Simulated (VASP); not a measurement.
# MoS2 (P1) in VASP: notebook

MoS2 is run at these levels: PBE; tasks: single point.

All numbers are computed with VASP 6.6.1; they aren't measurements. Logs are shortened: lines on timing, memory, paths and dates and some standing lists are left out, and cuts for length are marked.

## Step 1: The cell of the first run

The typed cell holds 24 atoms: a = 6.442 Å, b = 5.579 Å, c = 12.526 Å, α = 90.00°, β = 90.00°, γ = 90.00°.

## Step 2: Single point, PBE

File INCAR:

```
ALGO = Normal
EDIFF = 1E-7
ENCUT = 520
GGA = PE
ISIF = 2
ISMEAR = -1
LASPH = T
LCHARG = F
LREAL = Auto
LWAVE = F
NBANDS = 122
NELM = 80
PREC = Accurate
SIGMA = 0.3
```

File KPOINTS:

```
k-points
0
Gamma
  2 3 1
```

File POSCAR:

```
MoS2
1.0
   -3.2209600000     -5.5788660000      0.0000000000
    4.8314400000     -2.7894330000      0.0000000000
    0.0000000000      0.0000000000     12.5260690000
Mo S
8 16
Direct
    0.4724596207      0.2755438420      0.2506931744
    0.4074826309      0.7241288839      0.7877331667
    0.2232298370      0.7637504296      0.2429014242
    0.1898163523      0.2083003987      0.7808195851
   -0.0320524520      0.2650059473      0.2206677929
   -0.1023004928      0.6919043193      0.7747123220
    0.7092987015      0.7960820678      0.2521860609
    0.6716771831      0.2403725059      0.7945669148
    0.4475152693      0.3829352702      0.6737708374
    0.4718731023      0.6019084140      0.1392296338
    0.4046724162      0.4202957432      0.9271065009
    0.4109333362      0.5872368980      0.3878950371
    0.1352599186      0.9090388761      0.6643025837
    0.2528969241      0.0877317894      0.1026898383
    0.1629704975      0.9061732017      0.9081540266
    0.1762566108      0.1091218132      0.3642723028
   -0.1100330893      0.3473680353      0.6332233999
   -0.0947739462      0.6235070518      0.0989935470
   -0.0773396882      0.3984923663      0.9113074501
   -0.0202253954      0.6687146710      0.3642323861
    0.6514984713      0.8545382984      0.6527985755
    0.6811272024      0.1210577952      0.1227759483
    0.6585939817      0.8559776943      0.8960592505
    0.7018871266      0.1016571373      0.3945132348
```

Potentials or basis: VASP PAW PBE potentials, release 64 (Mo_sv, S).

Started as:

```console
$ cat potpaw_PBE.64/Mo_sv/POTCAR potpaw_PBE.64/S/POTCAR > POTCAR
$ mpirun -np 1 vasp_std > vasp.out
```

OUTCAR:

```text
EDIFF = 1E-7
   ENCUT = 520
   GGA = PE
   ISIF = 2
   ISMEAR = -1
   LASPH = T
   LREAL = Auto
   NELM = 80
   PREC = Accurate

 ion  position               nearest neighbor table
   1  0.472  0.276  0.251-  22 2.26  10 2.29  12 2.48  24 2.52  16 2.55  14 2.56   7 3.08   3 3.16
                             5 3.21   5 3.27   3 3.28   7 3.28
   2  0.407  0.724  0.788-  23 2.24   9 2.39  15 2.41  21 2.42  11 2.43  13 2.56   4 3.04   6 3.17
                             8 3.19   4 3.20   6 3.29   8 3.35
   3  0.223  0.764  0.243-  20 2.25  10 2.25  12 2.39  16 2.47  14 2.53  18 2.84   7 3.14   1 3.16
                             5 3.24   5 3.26   1 3.28   7 3.32
   4  0.190  0.208  0.781-  13 2.25  15 2.33   9 2.35  11 2.58  19 2.60  17 2.78   2 3.04   8 3.11
                             2 3.20   6 3.29   8 3.35   6 3.44
   5  0.968  0.265  0.221-  22 2.36  16 2.41  18 2.55  14 2.56  20 2.88  24 2.92   7 3.13   1 3.21
                             3 3.24   3 3.26   1 3.27   7 3.42
   6  0.898  0.692  0.775-  23 2.35  19 2.37  21 2.38  13 2.39  17 2.61  15 2.67   8 2.92   2 3.17
                             4 3.29   2 3.29   8 3.40   4 3.44
   7  0.709  0.796  0.252-  20 2.35  10 2.35  22 2.44  24 2.47  18 2.49  12 2.82   1 3.08   5 3.13
                             3 3.14   1 3.28   3 3.32   5 3.42
   8  0.672  0.240  0.795-   9 2.24  19 2.35  23 2.49  17 2.53  11 2.59  21 2.79   6 2.92   4 3.11
                             2 3.19   2 3.35   4 3.35   6 3.40
   9  0.448  0.383  0.674-   8 2.24   4 2.35   2 2.39
  10  0.472  0.602  0.139-   3 2.25   1 2.29   7 2.35
  11  0.405  0.420  0.927-   2 2.43   4 2.58   8 2.59
  12  0.411  0.587  0.388-   3 2.39   1 2.48   7 2.82
  13  0.135  0.909  0.664-   4 2.25   6 2.39   2 2.56
  14  0.253  0.088  0.103-   3 2.53   5 2.56   1 2.56  15 2.70  22 2.78
  15  0.163  0.906  0.908-   4 2.33   2 2.41   6 2.67  14 2.70
  16  0.176  0.109  0.364-   5 2.41   3 2.47   1 2.55  20 2.76
  17  0.890  0.347  0.633-   8 2.53   6 2.61   4 2.78
  18  0.905  0.624  0.099-   7 2.49   5 2.55  19 2.67   3 2.84
  19  0.923  0.398  0.911-   8 2.35   6 2.37   4 2.60  18 2.67
  20  0.980  0.669  0.364-   3 2.25   7 2.35  16 2.76   5 2.88
  21  0.651  0.855  0.653-   6 2.38   2 2.42   8 2.79
  22  0.681  0.121  0.123-   1 2.26   5 2.36   7 2.44  14 2.78
  23  0.659  0.856  0.896-   2 2.24   6 2.35   8 2.49
  24  0.702  0.102  0.395-   7 2.47   1 2.52   5 2.92

  LATTYP: Found a simple orthorhombic cell.
 ALAT       =     5.5788662769
 B/A-ratio  =     1.1547005002
 C/A-ratio  =     2.2452714187

  Lattice vectors:

 A1 = (  -4.8314400000,   2.7894330000,   0.0000000000)
 A2 = (  -3.2209600000,  -5.5788660000,   0.0000000000)
 A3 = (   0.0000000000,   0.0000000000,  12.5260690000)

Analysis of symmetry for initial positions (statically):
=====================================================================
 Subroutine PRICEL returns:
 Original cell was already a primitive cell.

 Routine SETGRP: Setting up the symmetry group for a
 simple orthorhombic supercell.
[... 156 lines left out ...]
   EFERMI =   0.00;   METHOD = LEGACY
   ISMEAR =    -1;   SIGMA  =   0.30  broadening in eV -4-tet -1-fermi 0-gaus
   EFERMI_NEDOS =   21; number of points for ismear=-14 and -15
   IALGO  =     38    algorithm
   IMIX   =      4    mixing-type and parameters
     AMIX     =   0.40;   BMIX     =  1.00
     AMIX_MAG =   1.60;   BMIX_MAG =  1.00
  volume/ion in A,a.u.               =      18.76       126.58
  Fermi-wavevector in a.u.,A,eV,Ry     =   1.265622  2.391678 21.793790  1.601798
  Thomas-Fermi vector in A             =   2.398865
   LORBIT       =      0    0 simple, 1 ext, 2 COOP (PROOUT), +10 PAW based schemes
   GGA     = PE    functional components
   LHFCALC =     F    Hartree Fock is set to
   AEXX    =    0.0000 exact exchange contribution
   IVDW    =     0    specifies the selected vdW correction
   LEPSILON=     F    determine dielectric tensor
   LRPA    =     F    only Hartree local field effects (RPA)
 non-spin polarized calculation
  energy-cutoff  :      520.00
  volume of cell :      450.17
 maximum number of plane-waves:     12140
 NGX is ok and might be reduce to    48
   NGX = 23   NGY = 21   NGZ = 47

 number of electron     208.0000006 magnetization

 Free energy of the ion-electron system (eV)
  ---------------------------------------------------
  ext. energy  EPLUGINS =         0.00000000
  ---------------------------------------------------
  free energy    TOTEN  =      -166.55804878 eV

  energy without entropy =     -164.42987812  energy(sigma->0) =     -165.49396345

 E-fermi :   7.0133     XC(G=0): -10.5517

 val. band max:        6.5773945535   @ k =   0.0000   0.3333   0.0000
 cond. band min:       7.1110836461   @ k =   0.0000   0.0000   0.0000
 fundamental gap:      0.5336890926
 Fermi energy:         7.0133351043

 k-point     1 :       0.0000    0.0000    0.0000
  band No.  band energies     occupation
      1     -54.6095      2.00000
      2     -54.5890      2.00000
      3     -54.5707      2.00000
      4     -54.5439      2.00000
      5     -54.5266      2.00000
      6     -54.5218      2.00000
[... 465 lines left out ...]
    115       8.5420      0.01217
    116       8.5860      0.01052
 [bands above 116 left out]

------------------------ aborting loop because EDIFF is reached ----------------------------------------

  FORCE on cell =-STRESS in cart. coord.  units (eV):
  Direction    XX          YY          ZZ          XY          YZ          ZX
  --------------------------------------------------------------------------------------
  -------------------------------------------------------------------------------------
  Total       -1.3086564      2.9431131     -2.5605338      0.0803717      0.2172945     -2.0712184
  in kB       -4.6575784     10.4746973     -9.1130768      0.2860471      0.7733627     -7.3715773
  external PRESSURE =      -1.0986526 kB  Pullay stress =       0.0000000 kB

 VOLUME and BASIS-vectors are now :
 -----------------------------------------------------------------------------
  energy-cutoff  :      520.00
  volume of cell :      450.17
      direct lattice vectors                 reciprocal lattice vectors
    -3.220960000 -5.578866000  0.000000000    -0.077616611 -0.134435923  0.000000000
     4.831440000 -2.789433000  0.000000000     0.155233222 -0.089623949  0.000000000
     0.000000000  0.000000000 12.526069000     0.000000000  0.000000000  0.079833506

 POSITION                                       TOTAL-FORCE (eV/Angst)
 -----------------------------------------------------------------------------------
     -0.19050     -3.40440      3.14020         0.350545      2.297118      2.516795
      2.18610     -4.29320      9.86720        -0.041363      1.861726     -1.266193
      2.97100     -3.37580      3.04260         2.738095      0.113708     -0.752825
      0.39500     -1.64000      9.78060         4.058744      0.603433      1.355338
     -1.83736     -6.13927      2.76410         1.243004     -0.227716      1.787100
      0.45144     -6.93817      9.70410         0.212715     -1.712167      0.077637
[... 16 lines left out ...]
      2.01430     -6.06190     11.22410         1.057736     -2.070986      1.457856
     -1.76960     -4.19930      4.94170         0.436933     -0.360314     -2.420171
 -----------------------------------------------------------------------------------
    total drift:                               -0.004171     -0.005058     -0.007625

  FREE ENERGIE OF THE ION-ELECTRON SYSTEM (eV)
  ---------------------------------------------------
  free  energy   TOTEN  =      -166.5580487786 eV

  energy  without entropy=     -164.4298781198  energy(sigma->0) =     -165.49396345
```

OSZICAR:

```text
N       E                     dE             d eps       ncg     rms          rms(c)
DAV:   1     0.198607485449E+04    0.19861E+04   -0.11552E+05  1072   0.162E+03
DAV:   2    -0.301789976916E+02   -0.20163E+04   -0.19656E+04  1178   0.413E+02
DAV:   3    -0.173661349159E+03   -0.14348E+03   -0.14002E+03  1264   0.946E+01
[... 46 lines left out ...]
DAV:  50    -0.166558048351E+03   -0.13808E-06   -0.13805E-06   512   0.251E-05    0.154E-04
DAV:  51    -0.166558048473E+03   -0.12172E-06   -0.12235E-06   512   0.145E-05    0.171E-04
DAV:  52    -0.166558048587E+03   -0.11346E-06   -0.11289E-06   512   0.966E-06    0.187E-04
DAV:  53    -0.166558048687E+03   -0.10050E-06   -0.10012E-06   512   0.777E-06    0.195E-04
DAV:  54    -0.166558048779E+03   -0.91521E-07   -0.91684E-07   512   0.639E-06
   1 F= -.16655805E+03 E0= -.16549396E+03  d E =-.212817E+01
```

Wall time 24 min (1 thread of Intel Xeon 8259CL, shared host); peak memory 0.52 GiB.

What came out:

```
Free energy            : -166.5580 eV
Pressure               : -0.1 GPa
Largest force          : 4.321 eV/Å
Band gap on the k mesh : 0.34 eV (least direct gap 0.64 eV)
```

Forces in eV/Å, atoms in the order of the input:
```
Mo   0.351  2.297  2.517
Mo  -0.041  1.862 -1.266
Mo   2.738  0.114 -0.753
Mo   4.059  0.603  1.355
Mo   1.243 -0.228  1.787
Mo   0.213 -1.712  0.078
Mo   0.263  0.773  0.405
Mo  -2.730  1.130 -0.442
S    1.359  1.138 -1.671
S   -0.174 -0.398 -1.454
S   -1.369  0.141 -1.969
S   -0.416 -1.974 -1.132
S   -2.570  0.077 -1.354
S    1.306  0.743  2.465
S   -0.796  1.340 -0.802
S   -0.499 -1.314 -1.071
S    0.274 -1.373  2.758
S   -1.066 -1.635  2.335
S   -1.175 -0.118 -1.417
S   -1.577  2.735  0.458
S    1.061 -0.453  0.634
S   -1.948 -1.316 -0.499
S    1.058 -2.071  1.458
S    0.437 -0.360 -2.420
```

Stress tensor (GPa, compression positive):
```
-0.47  0.03 -0.74
 0.03  1.05  0.08
-0.74  0.08 -0.91
```

Caveat: the k points lie up to 0.50 Å⁻¹ apart; the atoms stand as in a frame of molecular dynamics; so wide a smearing shifts energies and pressures; semilocal functionals underestimate gaps, and a narrow one can read as zero; forces of over 1 eV/Å act on the atoms, so gaps and moduli don't describe the material at rest. A k mesh can miss the band edges.

## Step 3: Single point, PBE

File INCAR:

```
  ALGO = Normal
  EDIFF = 1E-6
  ENCUT = 520
  GGA = PE
  ISIF = 2
  ISMEAR = -1
  LASPH = T
  LCHARG = F
  LREAL = Auto
  LWAVE = F
  NBANDS = 122
  NELM = 80
  PREC = Accurate
  SIGMA = 0.3
```

KPOINTS is that of step 2.

File POSCAR:

```
MoS2
1.0
   -3.2209600000     -5.5788660000      0.0000000000
    4.8314400000     -2.7894330000      0.0000000000
    0.0000000000      0.0000000000     12.5260690000
Mo S
8 16
Direct
    0.4251767632      0.2689420436      0.2569840546
    0.4035002616      0.7362521738      0.7695550775
    0.2211681769      0.8150517964      0.2541339985
    0.1504870378      0.1898425168      0.7740097871
   -0.0631556234      0.2773455250      0.2683204124
   -0.1090400835      0.7180025526      0.7890504196
    0.7148693157      0.7800294469      0.2573193553
    0.6587502702      0.2107670323      0.7826876892
    0.4372443815      0.4170281868      0.6578440531
    0.4534957705      0.6006266738      0.1351581250
    0.3769428444      0.3816497409      0.8911894067
    0.4477226088      0.5918104362      0.3732855056
    0.1386796990      0.8705441366      0.6536288440
    0.1682820435      0.0979686658      0.1230314155
    0.1783023647      0.8848303579      0.8972088530
    0.2004174420      0.1360125685      0.3805902714
   -0.1003900656      0.3842224294      0.6444000907
   -0.0457622948      0.5837393156      0.1259613052
   -0.0873166841      0.3873289233      0.9058069215
   -0.0194470864      0.6221668307      0.3798478198
    0.6624341302      0.8867281465      0.6440967234
    0.6772998182      0.1244464637      0.1406267202
    0.6432159314      0.8927923738      0.9124969693
    0.7075730640      0.0502054328      0.3991595448
```

Potentials or basis: VASP PAW PBE potentials, release 64 (Mo_sv, S).

Started as:

```console
$ cat potpaw_PBE.64/Mo_sv/POTCAR potpaw_PBE.64/S/POTCAR > POTCAR
$ mpirun -np 1 vasp_std > vasp.out
```

Run time: 14 min. Hardware: 1 thread of Intel Xeon 8259CL, shared host; peak memory 0.51 GiB.

Results (log left out):

```yaml
Free_energy: -170.5075 eV
Pressure: -0.3 GPa
Largest_force: 4.089 eV/Å
Band_gap_on_the_k_mesh: 0.44 eV (least direct gap 0.66 eV)
```

Forces in eV/Å, atoms in the order of the input:
```
Mo  -0.402 -1.853 -1.226
Mo  -1.034 -0.809  1.305
Mo  -1.962  3.587 -0.007
Mo   3.052 -1.146 -1.188
Mo  -0.546 -0.028 -1.864
Mo  -0.450 -0.794 -2.162
Mo  -0.871  1.417 -0.379
Mo   0.392 -0.568 -0.996
S   -1.343  2.358 -1.000
S    0.569 -0.602 -0.005
S   -0.385 -1.513  0.475
S    0.646 -1.447  0.837
S   -0.150  0.187 -0.423
S    1.172 -1.155  1.085
S    0.330  1.762  1.024
S   -0.687  1.356  1.703
S   -0.258 -0.115  2.063
S    1.050 -0.840  1.946
S   -0.650  0.910 -0.696
S    0.577  0.385 -0.250
S    0.412  0.021  1.824
S   -1.187 -0.488  0.120
S   -0.428  0.073 -1.109
S    2.151 -0.697 -1.077
```

Stress tensor (GPa, compression positive):
```
 0.08 -0.83  1.24
-0.83 -1.67  0.50
 1.24  0.50  0.58
```

Levels at points of the mesh, in eV from the valence-band top:
| k point | band 101 | band 102 | band 103 | band 104 | band 105 | band 106 | band 107 | band 108 |
| --- | --- | --- | --- | --- | --- | --- | --- | --- |
| (0.00, 0.00, 0.00) | -0.96 | -0.63 | -0.52 | 0.00 | 0.66 | 1.08 | 1.10 | 1.30 |
| (0.50, 0.00, 0.00) | -0.81 | -0.68 | -0.54 | -0.48 | 0.44 | 0.73 | 0.78 | 0.87 |

Caveat: the k points lie up to 0.50 Å⁻¹ apart; the atoms stand as in a frame of molecular dynamics; so wide a smearing shifts energies and pressures; semilocal functionals underestimate gaps, and a narrow one can read as zero; forces of over 1 eV/Å act on the atoms, so gaps and moduli don't describe the material at rest. A k mesh can miss the band edges.

## Step 4: Single point, PBE

File INCAR:

```
SYSTEM = MoS2
ALGO = Normal
EDIFF = 1E-6
ENCUT = 520
GGA = PE
ISIF = 2
ISMEAR = -1
LASPH = .True.
LCHARG = .False.
LREAL = Auto
LWAVE = .False.
NBANDS = 122
NELM = 80
PREC = Accurate
SIGMA = 0.3
```

File KPOINTS:

```
k-points
0
Gamma
  2 3 1
  0 0 0
```

File POSCAR:

```
MoS2
1.0
   -3.2209600000     -5.5788660000      0.0000000000
    4.8314400000     -2.7894330000      0.0000000000
    0.0000000000      0.0000000000     12.5260690000
Mo S
8 16
Direct
    0.4448849181      0.3105816332      0.2653585894
    0.4040871450      0.7048930610      0.7805800846
    0.1891989570      0.7838454524      0.2672187100
    0.1611581736      0.2192274003      0.7741455041
   -0.0583888111      0.2934801995      0.2659573406
   -0.0893246316      0.7203005594      0.7677588236
    0.6770900118      0.7985155242      0.2721444373
    0.6370611968      0.2164672711      0.7747761888
    0.4086722204      0.3956619300      0.6395781470
    0.4274324427      0.6292001558      0.1402754527
    0.3867967305      0.3668175114      0.9048489195
    0.4264292979      0.6286969747      0.3883900049
    0.1790604798      0.8849632083      0.6574448855
    0.2094323433      0.1105619030      0.1383275152
    0.1503763308      0.8776588650      0.8932012110
    0.1943551872      0.1402501705      0.3840630289
   -0.0920554569      0.3968781679      0.6450387588
   -0.0789272523      0.6049704596      0.1523303121
   -0.1159394570      0.3880755317      0.8987815731
   -0.0728510977      0.6195977863      0.4012910994
    0.6417831595      0.8843653001      0.6508825714
    0.6895139726      0.1451527754      0.1421754902
    0.6559075595      0.8850471108      0.9044816854
    0.6905919288      0.1332457774      0.3978582586
```

Started as:

```console
$ cat potpaw_PBE.64/Mo_sv/POTCAR potpaw_PBE.64/S/POTCAR > POTCAR
$ mpirun -np 1 vasp_std > vasp.out
```

Run time: 19 min. Hardware: 1 thread of Intel Xeon 8259CL, shared host; peak memory 0.51 GiB.

It converged, with:

| Property | Result |
| --- | --- |
| Free energy | -173.1154 eV |
| Pressure | -1.6 GPa |
| Largest force | 2.373 eV/Å |
| Band gap on the k mesh | 0.79 eV (least direct gap 1.06 eV) |

Forces in eV/Å, atoms in the order of the input:
```
Mo  -1.205  0.794  0.058
Mo  -0.507 -0.802 -0.399
Mo   1.435  0.777  0.002
Mo   0.955  0.943 -0.499
Mo  -0.829  0.887  1.286
Mo   0.752  1.064  1.091
Mo  -0.141 -0.468 -0.528
Mo  -0.189 -1.065 -0.258
S   -0.267  0.573  1.676
S    0.024 -0.696  0.202
S    0.065 -0.887 -0.483
S   -0.066 -0.538  0.981
S    0.502  0.812 -1.112
S    1.025  0.422  0.862
S    0.252 -0.117  0.733
S   -0.733  0.295  0.433
S   -0.749  0.700  0.900
S    1.512 -1.518 -1.020
S   -0.532 -0.647 -1.067
S    0.168 -0.488 -1.437
S   -0.384 -0.421  0.422
S   -0.928  0.334  0.481
S   -0.264  0.054 -1.238
S    0.104 -0.007 -1.088
```

Stress tensor (GPa, compression positive):
```
-1.79 -0.43 -0.80
-0.43 -2.50 -1.65
-0.80 -1.65 -0.56
```

Levels at points of the mesh, in eV from the valence-band top:
```
           k point  band 101  band 102  band 103  band 104  band 105  band 106  band 107  band 108
(0.00, 0.00, 0.00)     -1.05     -0.91     -0.89      0.00      1.06      1.24      1.36      1.43
(0.50, 0.00, 0.00)     -0.93     -0.82     -0.76     -0.59      0.86      0.93      1.01      1.07
```

Caveat: the k points lie up to 0.50 Å⁻¹ apart; the atoms stand as in a frame of molecular dynamics; so wide a smearing shifts energies and pressures; semilocal functionals underestimate gaps, and a narrow one can read as zero; forces of over 1 eV/Å act on the atoms, so gaps and moduli don't describe the material at rest.

## Step 5: The runs side by side

```csv
cell,gap on the mesh (eV),pressure (GPa),largest force (eV/Å)
"as given, atomic positions A",0.34,-0.1,4.32
"as given, atomic positions B",0.44,-0.3,4.09
"as given, atomic positions C",0.79,-1.6,2.37
```

Alike in all rows: task single point; level PBE; potentials or basis VASP PAW PBE potentials, release 64 (Mo_sv, S); no spin polarisation; k mesh 2 × 3 × 1; cutoff (eV) 520; smearing fermi-dirac 0.3 eV.

Caveats: all runs use coarse meshes; the atoms stand as in a frame of molecular dynamics; so wide a smearing shifts energies and pressures; semilocal functionals underestimate gaps, and a narrow one can read as zero; forces of over 1 eV/Å act on the atoms, so gaps and moduli don't describe the material at rest.

Total energies depend on the potentials used, so only differences within one code and one set of settings carry meaning.

The gap in the log of VASP goes by the Fermi energy; the results here count the filled bands.